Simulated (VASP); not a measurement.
# CoSn (P6/mmm) in VASP: notebook, part 2 of 2

VASP 6.6.1. The steps go on from the part before.

**4. Single point, PBE**

This run uses another cell than the first one, of 16.63 Å³/atom, 0.971 times its volume.

Contents of INCAR:

```
SYSTEM = CoSn
  ALGO = Normal
  EDIFF = 1E-7
  ENCUT = 520
  GGA = PE
  ISIF = 2
  ISMEAR = 0
  LASPH = .TRUE.
  LCHARG = .FALSE.
  LREAL = .FALSE.
  LWAVE = .FALSE.
  NBANDS = 44
  NELM = 100
  PREC = Accurate
  SIGMA = 0.1
```

Contents of KPOINTS:

```
k-points
0
G
  6 6 4
  0 0 0
```

Contents of POSCAR:

```
CoSn
1.0
    5.2460399276      0.0000000000      0.0000000000
   -2.6230199638      4.5432038466      0.0000000000
    0.0000000000      0.0000000000      4.1875903000
Co Sn
3 3
Direct
    0.0000000000      0.5000000000      0.0000000000
    0.5000000000      0.5000000000      0.0000000000
    0.5000000000      0.0000000000      0.0000000000
    0.6666666700      0.3333333300      0.5000000000
    0.3333333300      0.6666666700      0.5000000000
    0.0000000000      0.0000000000      0.0000000000
```

Potentials or basis: VASP PAW PBE potentials, release 64 (Co, Sn_d).

Run with:

```console
$ cat potpaw_PBE.64/Co/POTCAR potpaw_PBE.64/Sn_d/POTCAR > POTCAR
$ mpirun -np 1 vasp_std > vasp.out
```

OUTCAR:

```text
SYSTEM = CoSn
   EDIFF = 1E-7
   ENCUT = 520
   GGA = PE
   ISIF = 2
   ISMEAR = 0
   LASPH = .TRUE.
   LREAL = .FALSE.
   NELM = 100
   PREC = Accurate

 ion  position               nearest neighbor table
   1  0.000  0.500  0.000-   4 2.58   5 2.58   4 2.58   5 2.58   2 2.62   2 2.62   6 2.62   6 2.62
                             3 2.62   3 2.62
   2  0.500  0.500  0.000-   4 2.58   5 2.58   4 2.58   5 2.58   1 2.62   1 2.62   6 2.62   3 2.62
                             3 2.62   6 2.62
   3  0.500  0.000  0.000-   4 2.58   5 2.58   4 2.58   5 2.58   6 2.62   6 2.62   1 2.62   2 2.62
                             2 2.62   1 2.62
   4  0.667  0.333  0.500-   1 2.58   1 2.58   3 2.58   3 2.58   2 2.58   2 2.58   5 3.03   5 3.03
                             5 3.03   6 3.68   6 3.68   6 3.68   6 3.68   6 3.68   6 3.68
   5  0.333  0.667  0.500-   1 2.58   1 2.58   3 2.58   3 2.58   2 2.58   2 2.58   4 3.03   4 3.03
                             4 3.03   6 3.68   6 3.68   6 3.68   6 3.68   6 3.68   6 3.68
   6  0.000  0.000  0.000-   3 2.62   3 2.62   1 2.62   1 2.62   2 2.62   2 2.62   5 3.68   4 3.68
                             5 3.68   4 3.68   4 3.68   5 3.68   5 3.68   4 3.68   5 3.68   5 3.68

  LATTYP: Found a hexagonal cell.
 ALAT       =     5.2460399276
 C/A-ratio  =     0.7982383584

  Lattice vectors:

 A1 = (   5.2460399276,   0.0000000000,   0.0000000000)
 A2 = (  -2.6230199638,   4.5432038466,   0.0000000000)
 A3 = (   0.0000000000,   0.0000000000,   4.1875903000)

Analysis of symmetry for initial positions (statically):
=====================================================================
 Subroutine PRICEL returns:
 Original cell was already a primitive cell.

 Routine SETGRP: Setting up the symmetry group for a
 hexagonal supercell.

 Subroutine GETGRP returns: Found 24 space group operations
 (whereof 24 operations were pure point group operations)
 out of a pool of 24 trial point group operations.

The static configuration has the point symmetry D_6h.

Analysis of symmetry for dynamics (positions and initial velocities):
=====================================================================
 Subroutine PRICEL returns:
 Original cell was already a primitive cell.

 Routine SETGRP: Setting up the symmetry group for a
 hexagonal supercell.

 Subroutine GETGRP returns: Found 24 space group operations
 (whereof 24 operations were pure point group operations)
 out of a pool of 24 trial point group operations.

The dynamic configuration has the point symmetry D_6h.

 Subroutine INISYM returns: Found 24 space group operations
 (whereof 24 operations are pure point group operations),
 and found     1 'primitive' translations

----------------------------------------------------------------------------------------

                                     Primitive cell

  volume of cell :      99.8063

  direct lattice vectors                    reciprocal lattice vectors
     5.246039928  0.000000000  0.000000000     0.190619975  0.110054494  0.000000000
    -2.623019964  4.543203847  0.000000000     0.000000000  0.220108988  0.000000000
     0.000000000  0.000000000  4.187590300     0.000000000  0.000000000  0.238800821

  length of vectors
     5.246039928  5.246039928  4.187590300     0.220108988  0.220108988  0.238800821

  position of ions in fractional coordinates (direct lattice)
     0.000000000  0.500000000  0.000000000
     0.500000000  0.500000000  0.000000000
[... 47 lines left out ...]
  0.333333  0.166667  0.000000     12.000000
[... 13 lines left out ...]
  0.333333  0.166667  0.500000     12.000000
  0.333333  0.333333  0.500000      2.000000
   k-points           NKPTS =     21   k-points in BZ     NKDIM =     21   number of bands    NBANDS=     44
   number of dos      NEDOS =    301   number of ions     NIONS =      6
   total plane-waves  NPLWV =  51200
   dimension x,y,z NGX =    40 NGY =   40 NGZ =   32
   dimension x,y,z NGXF=    80 NGYF=   80 NGZF=   64
   ions per type =               3   3
   NGX,Y,Z   is equivalent  to a cutoff of  12.68, 12.68, 12.70 a.u.
   NGXF,Y,Z  is equivalent  to a cutoff of  25.35, 25.35, 25.41 a.u.
 SYSTEM =  CoSn
   PREC   = accura    normal or accurate (medium, high low for compatibility)
   ISTART =      0    job   : 0-new  1-cont  2-samecut
   ICHARG =      2    charge: 1-file 2-atom 10-const
   ISPIN  =      1    spin polarized calculation?
   LNONCOLLINEAR =      F non collinear calculations
   LSORBIT =      F    spin-orbit coupling
   LASPH  =      T    aspherical Exc in radial PAW
   ENCUT  =  520.0 eV  38.22 Ry    6.18 a.u.   9.75  9.75  7.79*2*pi/ulx,y,z
   NELM   =    100;   NELMIN=  2; NELMDL= -5     # of ELM steps
   EDIFF  = 0.1E-06   stopping-criterion for ELM
   LREAL  =      F    real-space projection
   EDIFFG = 0.1E-05   stopping-criterion for IOM
   NSW    =      0    number of steps for IOM
   IBRION =     -1    ionic relax: 0-MD 1-quasi-New 2-CG
   NFREE  =      0    steps in history (QN), initial steepest desc. (CG)
   ISIF   =      2    stress and relaxation
   ISYM   =      2    0-nonsym 1-usesym 2-fastsym
   POTIM  = 0.5000    time-step for ionic-motion
   TEBEG  =    0.0;   TEEND  =   0.0 temperature during run
   PSTRESS=    0.0 pullay stress
   NELECT =      69.0000    total number of electrons
   NUPDOWN=      -1.0000    fix difference up-down
   EMIN   =  10.00;   EMAX   =-10.00  energy-range for DOS
   EFERMI =   0.00;   METHOD = LEGACY
   ISMEAR =     0;   SIGMA  =   0.10  broadening in eV -4-tet -1-fermi 0-gaus
   EFERMI_NEDOS =   21; number of points for ismear=-14 and -15
   IALGO  =     38    algorithm
   IMIX   =      4    mixing-type and parameters
     AMIX     =   0.40;   BMIX     =  1.00
     AMIX_MAG =   1.60;   BMIX_MAG =  1.00
  volume/ion in A,a.u.               =      16.63       112.25
  Fermi-wavevector in a.u.,A,eV,Ry     =   1.447567  2.735504 28.510312  2.095449
  Thomas-Fermi vector in A             =   2.565507
   LORBIT       =      0    0 simple, 1 ext, 2 COOP (PROOUT), +10 PAW based schemes
   GGA     = PE    functional components
   LHFCALC =     F    Hartree Fock is set to
   AEXX    =    0.0000 exact exchange contribution
   IVDW    =     0    specifies the selected vdW correction
   LEPSILON=     F    determine dielectric tensor
   LRPA    =     F    only Hartree local field effects (RPA)
 non-spin polarized calculation
 Gauss-broadening in eV      SIGMA  =   0.10
  energy-cutoff  :      520.00
  volume of cell :       99.81
 maximum number of plane-waves:      2709
 NGX is ok and might be reduce to    40
   NGX = 19   NGY = 19   NGZ = 15

 number of electron      69.0000006 magnetization

 Free energy of the ion-electron system (eV)
  ---------------------------------------------------
  ext. energy  EPLUGINS =         0.00000000
  ---------------------------------------------------
  free energy    TOTEN  =       -33.20933342 eV

  energy without entropy =      -33.19343012  energy(sigma->0) =      -33.20138177

 E-fermi :  10.2775     XC(G=0): -11.8619

 val. band max:       10.2717852571   @ k =   0.3333   0.1667   0.2500
 cond. band min:      10.3346315648   @ k =   0.1667   0.1667   0.0000
 fundamental gap:      0.0628463077
 Fermi energy:        10.2775121129

 k-point     1 :       0.0000    0.0000    0.0000
  band No.  band energies     occupation
      1     -11.3071      2.00000
      2     -11.2669      2.00000
      3     -11.2669      2.00000
      4     -11.2000      2.00000
      5     -11.2000      2.00000
      6     -11.1618      2.00000
[... 976 lines left out ...]
     43      17.7024      0.00000
     44      19.8560      0.00000

------------------------ aborting loop because EDIFF is reached ----------------------------------------

  FORCE on cell =-STRESS in cart. coord.  units (eV):
  Direction    XX          YY          ZZ          XY          YZ          ZX
  --------------------------------------------------------------------------------------
  -------------------------------------------------------------------------------------
  Total        2.5824778      2.5824778      2.2565340      0.0000000      0.0000000      0.0000000
  in kB       41.4561708     41.4561708     36.2238373      0.0000000      0.0000000      0.0000000
  external PRESSURE =      39.7120596 kB  Pullay stress =       0.0000000 kB

 VOLUME and BASIS-vectors are now :
 -----------------------------------------------------------------------------
  energy-cutoff  :      520.00
  volume of cell :       99.81
      direct lattice vectors                 reciprocal lattice vectors
     5.246039928  0.000000000  0.000000000     0.190619975  0.110054494  0.000000000
    -2.623019964  4.543203847  0.000000000     0.000000000  0.220108988  0.000000000
     0.000000000  0.000000000  4.187590300     0.000000000  0.000000000  0.238800821

 POSITION                                       TOTAL-FORCE (eV/Angst)
 -----------------------------------------------------------------------------------
     -1.31151      2.27160      0.00000        -0.000000      0.000000      0.000000
      1.31151      2.27160      0.00000        -0.000000      0.000000      0.000000
      2.62302      0.00000      0.00000        -0.000000      0.000000      0.000000
      2.62302      1.51440      2.09380         0.000000     -0.000000      0.000000
     -0.00000      3.02880      2.09380        -0.000000      0.000000     -0.000000
      0.00000      0.00000      0.00000        -0.000000      0.000000      0.000000
 -----------------------------------------------------------------------------------
    total drift:                                0.000000     -0.000000     -0.000000

  FREE ENERGIE OF THE ION-ELECTRON SYSTEM (eV)
  ---------------------------------------------------
  free  energy   TOTEN  =       -33.2093334151 eV

  energy  without entropy=      -33.1934301192  energy(sigma->0) =      -33.20138177
```

OSZICAR:

```text
N       E                     dE             d eps       ncg     rms          rms(c)
DAV:   1     0.692851036394E+03    0.69285E+03   -0.31255E+04  1860   0.250E+03
DAV:   2     0.735603394624E+02   -0.61929E+03   -0.60081E+03  1848   0.602E+02
DAV:   3    -0.299892082065E+02   -0.10355E+03   -0.10046E+03  1884   0.223E+02
DAV:   4    -0.355804107691E+02   -0.55912E+01   -0.55477E+01  2096   0.579E+01
DAV:   5    -0.357475793765E+02   -0.16717E+00   -0.16708E+00  2436   0.924E+00    0.146E+01
DAV:   6    -0.371101484240E+02   -0.13626E+01   -0.25037E+01  2164   0.494E+01    0.149E+01
DAV:   7    -0.334452131890E+02    0.36649E+01   -0.13524E+01  2096   0.381E+01    0.505E+00
DAV:   8    -0.332287853600E+02    0.21643E+00   -0.13249E+00  2020   0.806E+00    0.127E+00
DAV:   9    -0.332103863733E+02    0.18399E-01   -0.13133E-01  2168   0.413E+00    0.387E-01
DAV:  10    -0.332099699379E+02    0.41644E-03   -0.14863E-02  2036   0.103E+00    0.243E-01
DAV:  11    -0.332092949313E+02    0.67501E-03   -0.12413E-03  2552   0.324E-01    0.847E-02
DAV:  12    -0.332093341544E+02   -0.39223E-04   -0.19775E-04  2168   0.102E-01    0.246E-02
DAV:  13    -0.332093343380E+02   -0.18362E-06   -0.22138E-05  2120   0.504E-02    0.660E-03
DAV:  14    -0.332093342052E+02    0.13283E-06   -0.24770E-06  2264   0.138E-02    0.315E-03
DAV:  15    -0.332093335308E+02    0.67441E-06   -0.56868E-07  1980   0.681E-03    0.872E-04
DAV:  16    -0.332093333972E+02    0.13358E-06   -0.86038E-08  1196   0.348E-03    0.307E-04
DAV:  17    -0.332093334151E+02   -0.17921E-07   -0.14842E-08  1012   0.127E-03
   1 F= -.33209333E+02 E0= -.33201382E+02  d E =-.159033E-01
```

Run time: 50 s. Hardware: 1 thread of Intel Xeon 6975P-C (Granite Rapids), shared host; peak memory 0.25 GiB.

What came out:

```yaml
Free_energy: -33.2093 eV
Pressure: 4.0 GPa
```

Levels at points of the mesh, in eV from the Fermi level:
```csv
k point,band 30,band 31,band 32,band 33,band 34,band 35,band 36,band 37,band 38,band 39
"(0.00, 0.00, 0.00)",-0.60,-0.56,-0.56,-0.54,-0.54,0.41,0.53,1.27,1.27,2.87
"(0.50, 0.00, 0.00)",-1.09,-0.77,-0.55,-0.54,0.62,0.91,1.60,1.72,2.48,3.27
"(0.00, 0.00, 0.50)",-1.09,-1.09,-0.65,-0.63,-0.63,-0.52,-0.52,-0.24,0.41,1.21
"(0.50, 0.00, 0.50)",-1.36,-1.10,-0.83,-0.64,-0.58,-0.52,-0.25,0.33,1.17,3.93
```

Caveat: the k points lie up to 0.38 Å⁻¹ apart; spin-orbit coupling is left out, which moves the levels of the heavy elements. Spin polarisation is off, so any magnetic state and its effect on volume and gap are missing.

**5. Single point, PBE**

This run uses another cell than the first one, of 17.18 Å³/atom, 1.003 times its volume.

Contents of INCAR:

```
PREC = Accurate ; ENCUT = 520
EDIFF = 1E-7 ; ISMEAR = -1
SIGMA = 0.15 ; LREAL = F
LASPH = T ; NELM = 60
ALGO = Fast ; ISIF = 2
LWAVE = F ; LCHARG = F
GGA = PE ; NBANDS = 44
```

Contents of KPOINTS:

```
Automatic mesh
0
Gamma
  10 10 8
```

Contents of POSCAR:

```
CoSn
1.0
    5.2874065272      0.0000000000      0.0000000000
   -2.6437032636      4.5790283727      0.0000000000
    0.0000000000      0.0000000000      4.2572263888
Co Sn
3 3
Direct
    0.0000000000      0.5000000000      0.0000000000
    0.5000000000      0.5000000000      0.0000000000
    0.5000000000      0.0000000000      0.0000000000
    0.6666666667      0.3333333333      0.5000000000
    0.3333333333      0.6666666667      0.5000000000
    0.0000000000      0.0000000000      0.0000000000
```

Potentials or basis: VASP PAW PBE potentials, release 64 (Co, Sn_d).

Run with:

```console
$ cat potpaw_PBE.64/Co/POTCAR potpaw_PBE.64/Sn_d/POTCAR > POTCAR
$ mpirun -np 1 vasp_std > vasp.out
```

OUTCAR:

```text
PREC = Accurate
   ENCUT = 520
   EDIFF = 1E-7
   ISMEAR = -1
   LREAL = F
   LASPH = T
   NELM = 60
   ISIF = 2
   GGA = PE

 ion  position               nearest neighbor table
   1  0.000  0.500  0.000-   4 2.62   5 2.62   4 2.62   5 2.62   2 2.64   2 2.64   6 2.64   6 2.64
                             3 2.64   3 2.64
   2  0.500  0.500  0.000-   4 2.62   5 2.62   4 2.62   5 2.62   1 2.64   1 2.64   6 2.64   3 2.64
                             3 2.64   6 2.64
   3  0.500  0.000  0.000-   4 2.62   5 2.62   4 2.62   5 2.62   6 2.64   6 2.64   1 2.64   2 2.64
                             2 2.64   1 2.64
[... 1342 lines left out ...]
  -------------------------------------------------------------------------------------
  Total       -0.0166518     -0.0166518     -0.0853457      0.0000000      0.0000000      0.0000000
  in kB       -0.2588384     -0.2588384     -1.3266291      0.0000000      0.0000000      0.0000000
  external PRESSURE =      -0.6147686 kB  Pullay stress =       0.0000000 kB

 VOLUME and BASIS-vectors are now :
 -----------------------------------------------------------------------------
  energy-cutoff  :      520.00
  volume of cell :      103.07
      direct lattice vectors                 reciprocal lattice vectors
     5.287406527  0.000000000  0.000000000     0.189128639  0.109193471  0.000000000
    -2.643703264  4.579028373  0.000000000     0.000000000  0.218386941  0.000000000
     0.000000000  0.000000000  4.257226389     0.000000000  0.000000000  0.234894720

 POSITION                                       TOTAL-FORCE (eV/Angst)
 -----------------------------------------------------------------------------------
     -1.32185      2.28951      0.00000        -0.000000      0.000000      0.000000
      1.32185      2.28951      0.00000        -0.000000      0.000000      0.000000
      2.64370      0.00000      0.00000        -0.000000      0.000000      0.000000
      2.64370      1.52634      2.12861         0.000000     -0.000000      0.000000
     -0.00000      3.05269      2.12861        -0.000000      0.000000     -0.000000
      0.00000      0.00000      0.00000        -0.000000      0.000000      0.000000
 -----------------------------------------------------------------------------------
    total drift:                               -0.000000      0.000000     -0.000000

  FREE ENERGIE OF THE ION-ELECTRON SYSTEM (eV)
  ---------------------------------------------------
  free  energy   TOTEN  =       -33.4053878618 eV

  energy  without entropy=      -33.0373125720  energy(sigma->0) =      -33.22135022
```

OSZICAR:

```text
N       E                     dE             d eps       ncg     rms          rms(c)
DAV:   1     0.695177556404E+03    0.69518E+03   -0.31398E+04  6200   0.248E+03
DAV:   2     0.735338558469E+02   -0.62164E+03   -0.60295E+03  6160   0.608E+02
DAV:   3    -0.303541363825E+02   -0.10389E+03   -0.10073E+03  6272   0.224E+02
DAV:   4    -0.358111122389E+02   -0.54570E+01   -0.54087E+01  7068   0.572E+01
DAV:   5    -0.359774941256E+02   -0.16638E+00   -0.16630E+00  8256   0.916E+00    0.146E+01
RMM:   6    -0.382059516446E+02   -0.22285E+01   -0.30438E+01  6618   0.369E+01    0.171E+01
RMM:   7    -0.336749260619E+02    0.45310E+01   -0.94289E+00  6598   0.227E+01    0.437E+00
RMM:   8    -0.334028856310E+02    0.27204E+00   -0.77984E-01  7026   0.472E+00    0.835E-01
RMM:   9    -0.334040042954E+02   -0.11187E-02   -0.13324E-01  8886   0.210E+00    0.268E-01
RMM:  10    -0.334049935104E+02   -0.98921E-03   -0.25259E-02  9654   0.859E-01    0.149E-01
RMM:  11    -0.334052513896E+02   -0.25788E-03   -0.45467E-03 10097   0.404E-01    0.888E-02
RMM:  12    -0.334053588045E+02   -0.10741E-03   -0.11093E-03 10754   0.165E-01    0.267E-02
RMM:  13    -0.334053838431E+02   -0.25039E-04   -0.24423E-04 10749   0.728E-02    0.148E-02
RMM:  14    -0.334053861104E+02   -0.22673E-05   -0.50418E-05 10777   0.351E-02    0.730E-03
RMM:  15    -0.334053874389E+02   -0.13285E-05   -0.14378E-05 10848   0.168E-02    0.211E-03
RMM:  16    -0.334053879424E+02   -0.50354E-06   -0.36832E-06  9137   0.837E-03    0.202E-03
RMM:  17    -0.334053879122E+02    0.30233E-07   -0.12155E-06  6169   0.490E-03    0.670E-04
RMM:  18    -0.334053878618E+02    0.50401E-07   -0.42701E-07  4617   0.322E-03
   1 F= -.33405388E+02 E0= -.33221350E+02  d E =-.368075E+00
```

stdout:

```text
POSCAR found type information on POSCAR CoSn
 POSCAR found :  2 types and       6 ions
 scaLAPACK will be used
 LDA part: xc-table for (Slater+PW92), standard interpolation
 POSCAR, INCAR and KPOINTS ok, starting setup
 FFT: planning ... GRIDC
 FFT: planning ... GRID_SOFT
 FFT: planning ... GRID
 WAVECAR not read
 entering main loop
WARNING in EDDRMM: call to ZHEGV failed, returncode =   6  3     42
 num prob  num prob  num prob  num prob  num prob  num prob  num prob  num prob  num prob  num prob  num prob  num prob  num prob  num prob  num prob  num prob  num prob  num prob  num prob  num prob  num prob  num prob  num prob  num prob  num prob  num prob  num prob  num prob  num prob  num prob RMM:  18    -0.334053878618E+02    0.50401E-07   -0.42701E-07  4617   0.322E-03
```

It took 4.2 min on 1 thread of Intel Xeon Platinum 8488C (Sapphire Rapids), shared host; peak memory 0.39 GiB.

What came out:

| Quantity | Value |
| --- | --- |
| Free energy | -33.4054 eV |
| Pressure | -0.1 GPa |

Stress tensor (GPa, compression positive):
```
-0.03  0.00  0.00
 0.00 -0.03  0.00
 0.00  0.00 -0.13
```

Levels at points of the mesh, in eV from the Fermi level:
```csv
k point,band 31,band 32,band 33,band 34,band 35,band 36,band 37,band 38
"(0.00, 0.00, 0.00)",-0.57,-0.54,-0.49,-0.49,0.37,0.47,1.24,1.24
"(0.50, 0.00, 0.00)",-0.77,-0.55,-0.50,0.59,0.87,1.54,1.65,2.27
"(0.00, 0.00, 0.50)",-1.01,-0.59,-0.57,-0.57,-0.53,-0.53,-0.15,0.37
"(0.50, 0.00, 0.50)",-1.02,-0.79,-0.58,-0.53,-0.53,-0.27,0.36,1.11
```

Caveat: spin-orbit coupling is left out, which moves the levels of the heavy elements. Spin polarisation is off, so any magnetic state and its effect on volume and gap are missing.

**6. The runs side by side**

```csv
task,cell,k mesh,cutoff (eV),smearing,gap on the mesh (eV),pressure (GPa)
single point,"a = 5.297, b = 5.297, c = 4.230 Å, angles 90.0, 90.0, 120.0°, 6 atoms",9 × 9 × 8,520,gaussian 0.1 eV,none,-0.1
relaxation of cell and atoms,"relaxed from a = 5.246, b = 5.246, c = 4.188 Å, angles 90.0, 90.0, 120.0°, 6 atoms",9 × 9 × 8,600,gaussian 0.1 eV,none,0.0
single point,"a = 5.246, b = 5.246, c = 4.188 Å, angles 90.0, 90.0, 120.0°, 6 atoms",6 × 6 × 4,520,gaussian 0.1 eV,none,4.0
single point,"a = 5.287, b = 5.287, c = 4.257 Å, angles 90.0, 90.0, 120.0°, 6 atoms",10 × 10 × 8,520,fermi-dirac 0.15 eV,none,-0.1
```

Alike in all rows: level PBE; potentials or basis VASP PAW PBE potentials, release 64 (Co, Sn_d); no spin polarisation.

Caveats: some runs use coarse meshes; spin-orbit coupling is left out, which moves the levels of the heavy elements.

Absolute energies hang on the potentials; compare differences alone.
